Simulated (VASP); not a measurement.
# PbS (P-6m2) in VASP: a series of runs

PbS is run at these levels: RPBE, revPBE; tasks: single point, relaxation of cell and atoms.

Program: VASP 6.6.1. These are calculated values, not measurements. Logs are shortened: lines on timing, memory, paths and dates and some standing lists are left out, and cuts for length are marked.

## (1) The cell of the first run

It takes space group P-6m2 (No. 187, hexagonal). Conventional cell: a = 4.090 Å, b = 4.090 Å, c = 3.788 Å, α = 90.00°, β = 90.00°, γ = 120.00°. Within 4.0 Å of Pb (site symmetry -6m2) lie 6 S at 3.03 Å and 2 Pb at 3.79 Å. Within 4.0 Å of S (site symmetry -6m2) lie 6 Pb at 3.03 Å and 2 S at 3.79 Å.

## (2) Single point, RPBE

INCAR

```
PREC = Accurate
ENCUT = 520
EDIFF = 1E-6
ISMEAR = -1
SIGMA = 0.05
LREAL = False
LASPH = True
NELM = 60
ALGO = Normal
ISIF = 2
LWAVE = False
LCHARG = False
GGA = RP
NBANDS = 17
```

KPOINTS

```
regular mesh
0
Gamma
  8 8 7
```

POSCAR

```
PbS
1.0
    4.0896976867      0.0000000000      0.0000000000
   -2.0448488433      3.5417820905      0.0000000000
    0.0000000000      0.0000000000      3.7881670000
Pb S
1 1
Direct
    0.0000000000      0.0000000000      0.0000000000
    0.6666666667      0.3333333333      0.5000000000
```

Potentials or basis: VASP PAW PBE potentials, release 64 (Pb_d, S).

On the command line:

```bash
$ cat potpaw_PBE.64/Pb_d/POTCAR potpaw_PBE.64/S/POTCAR > POTCAR
$ mpirun -np 1 vasp_std > vasp.out
```

OUTCAR:

```text
PREC = Accurate
   ENCUT = 520
   EDIFF = 1E-6
   ISMEAR = -1
   LREAL = False
   LASPH = True
   NELM = 60
   ISIF = 2
   GGA = RP

 ion  position               nearest neighbor table
   1  0.000  0.000  0.000-   2 3.03   2 3.03   2 3.03   2 3.03   2 3.03   2 3.03
   2  0.667  0.333  0.500-   1 3.03   1 3.03   1 3.03   1 3.03   1 3.03   1 3.03

  LATTYP: Found a hexagonal cell.
 ALAT       =     4.0896976867
 C/A-ratio  =     0.9262706660

  Lattice vectors:

 A1 = (   4.0896976867,   0.0000000000,   0.0000000000)
 A2 = (  -2.0448488433,   3.5417820905,   0.0000000000)
 A3 = (   0.0000000000,   0.0000000000,   3.7881670000)

Analysis of symmetry for initial positions (statically):
=====================================================================
 Subroutine PRICEL returns:
 Original cell was already a primitive cell.

 Routine SETGRP: Setting up the symmetry group for a
 hexagonal supercell.

 Subroutine GETGRP returns: Found 12 space group operations
 (whereof 12 operations were pure point group operations)
 out of a pool of 24 trial point group operations.

The static configuration has the point symmetry D_3h.

Analysis of symmetry for dynamics (positions and initial velocities):
=====================================================================
 Subroutine PRICEL returns:
 Original cell was already a primitive cell.

 Routine SETGRP: Setting up the symmetry group for a
 hexagonal supercell.

 Subroutine GETGRP returns: Found 12 space group operations
 (whereof 12 operations were pure point group operations)
 out of a pool of 24 trial point group operations.

The dynamic configuration has the point symmetry D_3h.

 Subroutine INISYM returns: Found 12 space group operations
 (whereof 12 operations are pure point group operations),
 and found     1 'primitive' translations

----------------------------------------------------------------------------------------

                                     Primitive cell

  volume of cell :      54.8709

  direct lattice vectors                    reciprocal lattice vectors
     4.089697687  0.000000000  0.000000000     0.244516851  0.141171870  0.000000000
    -2.044848843  3.541782090  0.000000000     0.000000000  0.282343740  0.000000000
     0.000000000  0.000000000  3.788167000     0.000000000  0.000000000  0.263979914

  length of vectors
     4.089697687  4.089697687  3.788167000     0.282343740  0.282343740  0.263979914

  position of ions in fractional coordinates (direct lattice)
     0.000000000  0.000000000  0.000000000
     0.666666667  0.333333333  0.500000000

  ion indices of the primitive-cell ions
   primitive index   ion index
                 1           1
                 2           2

----------------------------------------------------------------------------------------

 KPOINTS: regular mesh

Automatic generation of k-mesh.
 Grid dimensions read from file:
 generate k-points for:    8    8    7

 Generating k-lattice:

  Cartesian coordinates                     Fractional coordinates (reciprocal lattice)
     0.030564606  0.017646484  0.000000000     0.125000000  0.000000000  0.000000000
     0.000000000  0.035292967  0.000000000     0.000000000  0.125000000  0.000000000
     0.000000000  0.000000000  0.037711416     0.000000000  0.000000000  0.142857143

  Length of vectors
     0.035292967  0.035292967  0.037711416

  Shift w.r.t. Gamma in fractional coordinates (k-lattice)
     0.000000000  0.000000000  0.000000000

 Subroutine IBZKPT returns following result:
 ===========================================

 Found     40 irreducible k-points:

 Following reciprocal coordinates:
            Coordinates               Weight
  0.000000  0.000000  0.000000      1.000000
  0.125000  0.000000  0.000000      6.000000
  0.250000  0.000000  0.000000      6.000000
  0.375000  0.000000  0.000000      6.000000
  0.500000  0.000000  0.000000      3.000000
  0.125000  0.125000  0.000000      6.000000
[... 16 lines left out ...]
  0.250000  0.000000  0.285714     12.000000
  0.375000  0.000000  0.285714     12.000000
 [... further k-points ...]
   k-points           NKPTS =     40   k-points in BZ     NKDIM =     40   number of bands    NBANDS=     17
   number of dos      NEDOS =    301   number of ions     NIONS =      2
   total plane-waves  NPLWV =  25200
   dimension x,y,z NGX =    30 NGY =   30 NGZ =   28
   dimension x,y,z NGXF=    60 NGYF=   60 NGZF=   56
   ions per type =               1   1
   NGX,Y,Z   is equivalent  to a cutoff of  12.19, 12.19, 12.29 a.u.
   NGXF,Y,Z  is equivalent  to a cutoff of  24.39, 24.39, 24.58 a.u.
 SYSTEM =  unknown system
   PREC   = accura    normal or accurate (medium, high low for compatibility)
   ISTART =      0    job   : 0-new  1-cont  2-samecut
   ICHARG =      2    charge: 1-file 2-atom 10-const
   ISPIN  =      1    spin polarized calculation?
   LNONCOLLINEAR =      F non collinear calculations
   LSORBIT =      F    spin-orbit coupling
   LASPH  =      T    aspherical Exc in radial PAW
   ENCUT  =  520.0 eV  38.22 Ry    6.18 a.u.   7.60  7.60  7.04*2*pi/ulx,y,z
   NELM   =     60;   NELMIN=  2; NELMDL= -5     # of ELM steps
   EDIFF  = 0.1E-05   stopping-criterion for ELM
   LREAL  =      F    real-space projection
   EDIFFG = 0.1E-04   stopping-criterion for IOM
   NSW    =      0    number of steps for IOM
   IBRION =     -1    ionic relax: 0-MD 1-quasi-New 2-CG
   NFREE  =      0    steps in history (QN), initial steepest desc. (CG)
   ISIF   =      2    stress and relaxation
   ISYM   =      2    0-nonsym 1-usesym 2-fastsym
   POTIM  = 0.5000    time-step for ionic-motion
   TEBEG  =    0.0;   TEEND  =   0.0 temperature during run
   PSTRESS=    0.0 pullay stress
   NELECT =      20.0000    total number of electrons
   NUPDOWN=      -1.0000    fix difference up-down
   EMIN   =  10.00;   EMAX   =-10.00  energy-range for DOS
   EFERMI =   0.00;   METHOD = LEGACY
   ISMEAR =    -1;   SIGMA  =   0.05  broadening in eV -4-tet -1-fermi 0-gaus
   EFERMI_NEDOS =   21; number of points for ismear=-14 and -15
   IALGO  =     38    algorithm
   IMIX   =      4    mixing-type and parameters
     AMIX     =   0.40;   BMIX     =  1.00
     AMIX_MAG =   1.60;   BMIX_MAG =  1.00
  volume/ion in A,a.u.               =      27.44       185.14
  Fermi-wavevector in a.u.,A,eV,Ry     =   1.169421  2.209885 18.606576  1.367545
  Thomas-Fermi vector in A             =   2.305894
   LORBIT       =      0    0 simple, 1 ext, 2 COOP (PROOUT), +10 PAW based schemes
   GGA     = RP    functional components
   LHFCALC =     F    Hartree Fock is set to
   AEXX    =    0.0000 exact exchange contribution
   IVDW    =     0    specifies the selected vdW correction
   LEPSILON=     F    determine dielectric tensor
   LRPA    =     F    only Hartree local field effects (RPA)
 non-spin polarized calculation
  energy-cutoff  :      520.00
  volume of cell :       54.87
 maximum number of plane-waves:      1502
   NGX = 15   NGY = 15   NGZ = 15

 number of electron      19.9999998 magnetization

 Free energy of the ion-electron system (eV)
  ---------------------------------------------------
  ext. energy  EPLUGINS =         0.00000000
  ---------------------------------------------------
  free energy    TOTEN  =        -7.85744979 eV

  energy without entropy =       -7.85670179  energy(sigma->0) =       -7.85707579

 E-fermi :   5.3500     XC(G=0):  -9.2591

 val. band max:        5.2200079631   @ k =   0.3750   0.2500   0.0000
 cond. band min:       5.5161254795   @ k =   0.3750   0.2500   0.4286
 fundamental gap:      0.2961175164
 Fermi energy:         5.3499937259

 k-point     1 :       0.0000    0.0000    0.0000
  band No.  band energies     occupation
      1     -11.6606      2.00000
      2     -11.6465      2.00000
      3     -11.6465      2.00000
      4     -11.5404      2.00000
      5     -11.5404      2.00000
      6      -7.8296      2.00000
[... 9 lines left out ...]
     16      16.4130      0.00000
     17      16.5785      0.00000

 k-point     2 :       0.1250    0.0000    0.0000
  band No.  band energies     occupation
      1     -11.6575      2.00000
      2     -11.6489      2.00000
      3     -11.6375      2.00000
      4     -11.5451      2.00000
      5     -11.5414      2.00000
      6      -7.7095      2.00000
[... 9 lines left out ...]
     16      15.5543      0.00000
     17      16.1426      0.00000

 k-point     3 :       0.2500    0.0000    0.0000
  band No.  band energies     occupation
      1     -11.6647      2.00000
      2     -11.6403      2.00000
      3     -11.6156      2.00000
      4     -11.5563      2.00000
      5     -11.5438      2.00000
      6      -7.3804      2.00000
[... 9 lines left out ...]
     16      15.9090      0.00000
     17      16.4374      0.00000

 k-point     4 :       0.3750    0.0000    0.0000
  band No.  band energies     occupation
      1     -11.6756      2.00000
      2     -11.6280      2.00000
      3     -11.5936      2.00000
      4     -11.5674      2.00000
      5     -11.5463      2.00000
      6      -6.9664      2.00000
[... 9 lines left out ...]
     16      16.2664      0.00000
     17      16.3290      0.00000

 k-point     5 :       0.5000    0.0000    0.0000
  band No.  band energies     occupation
      1     -11.6802      2.00000
      2     -11.6230      2.00000
      3     -11.5844      2.00000
      4     -11.5719      2.00000
      5     -11.5473      2.00000
      6      -6.7527      2.00000
[... 9 lines left out ...]
     16      16.5949      0.00000
     17      16.6186      0.00000

 k-point     6 :       0.1250    0.1250    0.0000
  band No.  band energies     occupation
      1     -11.6547      2.00000
      2     -11.6508      2.00000
      3     -11.6219      2.00000
      4     -11.5525      2.00000
      5     -11.5436      2.00000
      6      -7.4839      2.00000
[... 9 lines left out ...]
     16      15.7087      0.00000
     17      15.8713      0.00000
[... 281 lines left out ...]
 k-point    21 :       0.0000    0.0000    0.2857
  band No.  band energies     occupation
      1     -11.6414      2.00000
      2     -11.6414      2.00000
      3     -11.5896      2.00000
      4     -11.5677      2.00000
      5     -11.5677      2.00000
      6      -7.2709      2.00000
[... 9 lines left out ...]
     16      13.6723      0.00000
     17      14.1510      0.00000

 k-point    22 :       0.1250    0.0000    0.2857
  band No.  band energies     occupation
      1     -11.6442      2.00000
      2     -11.6328      2.00000
      3     -11.5848      2.00000
      4     -11.5770      2.00000
      5     -11.5691      2.00000
      6      -7.1636      2.00000
[... 9 lines left out ...]
     16      14.2874      0.00000
     17      15.0439      0.00000

 k-point    23 :       0.2500    0.0000    0.2857
  band No.  band energies     occupation
      1     -11.6526      2.00000
      2     -11.6119      2.00000
      3     -11.5999      2.00000
      4     -11.5726      2.00000
      5     -11.5703      2.00000
      6      -6.8797      2.00000
[... 9 lines left out ...]
     16      14.4774      0.00000
     17      16.2416      0.00000

 k-point    24 :       0.3750    0.0000    0.2857
  band No.  band energies     occupation
      1     -11.6633      2.00000
      2     -11.6197      2.00000
      3     -11.5909      2.00000
      4     -11.5759      2.00000
      5     -11.5560      2.00000
      6      -6.5475      2.00000
[... 9 lines left out ...]
     16      15.7276      0.00000
     17      17.4241      0.00000

 [... further k-points ...]
[... 5 lines left out ...]
  --------------------------------------------------------------------------------------
  -------------------------------------------------------------------------------------
  Total        0.5957410      0.5957410      0.6403668      0.0000000      0.0000000     -0.0000000
  in kB       17.3950586     17.3950586     18.6980893      0.0000000      0.0000000     -0.0000000
  external PRESSURE =      17.8294022 kB  Pullay stress =       0.0000000 kB

 VOLUME and BASIS-vectors are now :
 -----------------------------------------------------------------------------
  energy-cutoff  :      520.00
  volume of cell :       54.87
      direct lattice vectors                 reciprocal lattice vectors
     4.089697687  0.000000000  0.000000000     0.244516851  0.141171870  0.000000000
    -2.044848843  3.541782090  0.000000000     0.000000000  0.282343740  0.000000000
     0.000000000  0.000000000  3.788167000     0.000000000  0.000000000  0.263979914

 POSITION                                       TOTAL-FORCE (eV/Angst)
 -----------------------------------------------------------------------------------
      0.00000      0.00000      0.00000         0.000000     -0.000000      0.000000
      2.04485      1.18059      1.89408        -0.000000      0.000000      0.000000
 -----------------------------------------------------------------------------------
    total drift:                               -0.000000      0.000000      0.000000

  FREE ENERGIE OF THE ION-ELECTRON SYSTEM (eV)
  ---------------------------------------------------
  free  energy   TOTEN  =        -7.8574497862 eV

  energy  without entropy=       -7.8567017914  energy(sigma->0) =       -7.85707579
```

Run time: 16 s. Hardware: 1 thread of Intel Xeon Platinum 8559C (Emerald Rapids), shared host; peak memory 0.18 GiB.

What came out:

* Free energy: -7.8574 eV
* Pressure: 1.8 GPa
* Band gap on the k mesh: 0.30 eV, indirect (least direct gap 1.70 eV)

Caveat: the PAW data sets were made with another functional, which shifts forces and pressure a little; spin-orbit coupling is left out, which moves the levels of the heavy elements. A k mesh can miss the band edges.

## (3) Single point, revPBE

INCAR

```
SYSTEM = PbS
PREC = Accurate
ENCUT = 520
EDIFF = 1E-7
ISMEAR = -1
SIGMA = 0.05
LREAL = .False.
LASPH = .True.
NELM = 100
ALGO = Normal
ISIF = 2
LWAVE = .False.
LCHARG = .False.
GGA = RE
NBANDS = 17
```

KPOINTS

```
regular mesh
0
Gamma
  8 8 7
  0 0 0
```

POSCAR is that of step 2.

Potentials or basis: VASP PAW PBE potentials, release 64 (Pb_d, S).

On the command line:

```bash
$ cat potpaw_PBE.64/Pb_d/POTCAR potpaw_PBE.64/S/POTCAR > POTCAR
$ mpirun -np 1 vasp_std > vasp.out
```

Run time: 18 s. Hardware: 1 thread of Intel Xeon Platinum 8559C (Emerald Rapids), shared host; peak memory 0.18 GiB.

It converged, with:

| Quantity | Value |
| --- | --- |
| Free energy | -7.9367 eV |
| Pressure | 1.3 GPa |
| Band gap on the k mesh | 0.27 eV, indirect (least direct gap 1.69 eV) |

Stress tensor (GPa, compression positive):
```
1.26 0.00 0.00
0.00 1.26 0.00
0.00 0.00 1.35
```

Levels at points of the mesh, in eV from the valence-band top:
| k point | band 6 | band 7 | band 8 | band 9 | band 10 | band 11 | band 12 | band 13 | band 14 | band 15 |
| --- | --- | --- | --- | --- | --- | --- | --- | --- | --- | --- |
| (0.00, 0.00, 0.00) | -13.05 | -6.34 | -2.06 | -1.59 | -1.59 | 3.59 | 3.59 | 5.40 | 6.64 | 7.31 |
| (0.50, 0.00, 0.00) | -11.97 | -8.35 | -2.59 | -1.67 | -1.09 | 2.06 | 4.06 | 5.39 | 5.55 | 11.07 |

Caveat: the PAW data sets were made with another functional, which shifts forces and pressure a little; spin-orbit coupling is left out, which moves the levels of the heavy elements.

## (4) Single point, RPBE

This run uses another cell than the first one, of 28.56 Å³/atom, 1.041 times its volume.

INCAR

```
ALGO = Normal ; EDIFF = 1E-7
ENCUT = 520 ; GGA = RP
ISIF = 2 ; ISMEAR = -1
LASPH = T ; LCHARG = T
LELF = T ; LREAL = F
LVHAR = T ; LWAVE = F
NBANDS = 17 ; NELM = 60
PREC = Accurate ; SIGMA = 0.05
```

KPOINTS

```
k-points
0
Gamma
  8 8 7
```

POSCAR

```
PbS
1.0
    4.1550815453      0.0000000000      0.0000000000
   -2.0775407726      3.5984061730      0.0000000000
    0.0000000000      0.0000000000      3.8201986074
Pb S
1 1
Direct
    0.0000000000      0.0000000000      0.0000000000
    0.6666666667      0.3333333333      0.5000000000
```

On the command line:

```bash
$ cat potpaw_PBE.64/Pb_d/POTCAR potpaw_PBE.64/S/POTCAR > POTCAR
$ mpirun -np 1 vasp_std > vasp.out
```

Run time: 16 s. Hardware: 1 thread of Intel Xeon Platinum 8559C (Emerald Rapids), shared host; peak memory 0.19 GiB.

Results (log left out):

```
Free energy            : -7.8696 eV
Pressure               : -0.1 GPa
Band gap on the k mesh : 0.47 eV, indirect (least direct gap 1.68 eV)
```

Levels at points of the mesh, in eV from the valence-band top:
```csv
k point,band 8,band 9,band 10,band 11,band 12,band 13
"(0.00, 0.00, 0.00)",-1.82,-1.46,-1.46,3.57,3.57,5.57
"(0.50, 0.00, 0.00)",-2.40,-1.56,-0.92,2.10,4.10,5.25
```

Caveat: the PAW data sets were made with another functional, which shifts forces and pressure a little; spin-orbit coupling is left out, which moves the levels of the heavy elements.

## (5) Relaxation of cell and atoms, RPBE

INCAR

```
SYSTEM = PbS
PREC     = Accurate       ! precision mode
ENCUT    = 600            ! plane-wave cutoff, eV
EDIFF    = 1E-6           ! SCF threshold, eV
ISMEAR   = -1             ! smearing method
SIGMA    = 0.05           ! smearing width, eV
LREAL    = .FALSE.        ! projectors in reciprocal space
LASPH    = .TRUE.         ! aspherical terms in the spheres
NELM     = 60             ! most SCF steps
ALGO     = Normal         ! electronic algorithm
ISIF     = 3              ! what is computed and relaxed
LWAVE    = .FALSE.        ! write WAVECAR
LCHARG   = .FALSE.        ! write CHGCAR
GGA      = RP             ! functional
IBRION   = 2              ! ionic algorithm
NSW      = 60             ! ionic steps
EDIFFG   = -0.01          ! ionic threshold
```

KPOINTS

```
regular mesh
0
G
  8 8 7
  0 0 0
```

POSCAR

```
PbS
1.0
    4.0896976867      0.0000000000      0.0000000000
   -2.0448488433      3.5417820905      0.0000000000
    0.0000000000      0.0000000000      3.7881670000
Pb S
1 1
Direct
    0.0000000000      0.0000000000      0.0000000000
    0.6666666667      0.3333333333      0.5000000000
```

On the command line:

```bash
$ cat potpaw_PBE.64/Pb_d/POTCAR potpaw_PBE.64/S/POTCAR > POTCAR
$ mpirun -np 1 vasp_std > vasp.out
```

Run time: 45 s. Hardware: 1 thread of Intel Xeon Platinum 8559C (Emerald Rapids), shared host; peak memory 0.22 GiB.

Results (log left out):

```yaml
Free_energy: -7.8696 eV
Relaxed_volume: 28.51 Å³/atom
Relaxed_cell: a = 4.152 Å, b = 4.152 Å, c = 3.819 Å, α = 90.00°, β = 90.00°, γ = 120.00°
Space_group_after_relaxing_to_0.05_Å: P-6m2 (No. 187)
Energy_gained_by_relaxing: 5.9 meV/atom
Ionic_steps: 5
Pressure_after_relaxing: 0.0 GPa
Band_gap_on_the_k_mesh: 0.46 eV, indirect (least direct gap 1.68 eV)
```

The path:
```csv
step,energy change (eV),largest force (eV/Å),pressure (GPa),volume (Å³)
1,0.0000,0.0000,1.83,54.87
2,-0.0107,0.0000,-0.38,57.40
3,-0.0113,0.0000,0.01,56.91
4,-0.0117,0.0000,0.01,56.97
5,-0.0118,0.0000,0.00,57.02
```

Final structure:
```xyz
2
Lattice="4.1520 0.0000 0.0000 -2.0760 3.5957 0.0000 0.0000 0.0000 3.8191" Properties=species:S:1:pos:R:3 pbc="T T T"
Pb    0.0000    0.0000    0.0000
S     2.0760    1.1986    1.9096
```

Levels at points of the mesh, in eV from the valence-band top:
```csv
k point,band 7,band 8,band 9,band 10,band 11,band 12,band 13,band 14
"(0.00, 0.00, 0.00)",-6.38,-1.83,-1.47,-1.47,3.57,3.57,5.57,6.48
"(0.50, 0.00, 0.00)",-8.19,-2.41,-1.56,-0.93,2.09,4.10,5.26,5.70
```

Caveat: the PAW data sets were made with another functional, which shifts forces and pressure a little; spin-orbit coupling is left out, which moves the levels of the heavy elements.

## (6) The runs side by side

| task | level | cell | cutoff (eV) | gap on the mesh (eV) | pressure (GPa) |
| --- | --- | --- | --- | --- | --- |
| single point | RPBE | a = 4.090, b = 4.090, c = 3.788 Å, angles 90.0, 90.0, 120.0°, 2 atoms | 520 | 0.30 | 1.8 |
| single point | revPBE | a = 4.090, b = 4.090, c = 3.788 Å, angles 90.0, 90.0, 120.0°, 2 atoms | 520 | 0.27 | 1.3 |
| single point | RPBE | a = 4.155, b = 4.155, c = 3.820 Å, angles 90.0, 90.0, 120.0°, 2 atoms | 520 | 0.47 | -0.1 |
| relaxation of cell and atoms | RPBE | relaxed from a = 4.090, b = 4.090, c = 3.788 Å, angles 90.0, 90.0, 120.0°, 2 atoms | 600 | 0.46 | 0.0 |

Alike in all rows: potentials or basis VASP PAW PBE potentials, release 64 (Pb_d, S); no spin polarisation; k mesh 8 × 8 × 7; smearing fermi-dirac 0.05 eV.

Caveats: the PAW data sets were made with another functional, which shifts forces and pressure a little; spin-orbit coupling is left out, which moves the levels of the heavy elements.

Absolute energies hang on the potentials; compare differences alone.
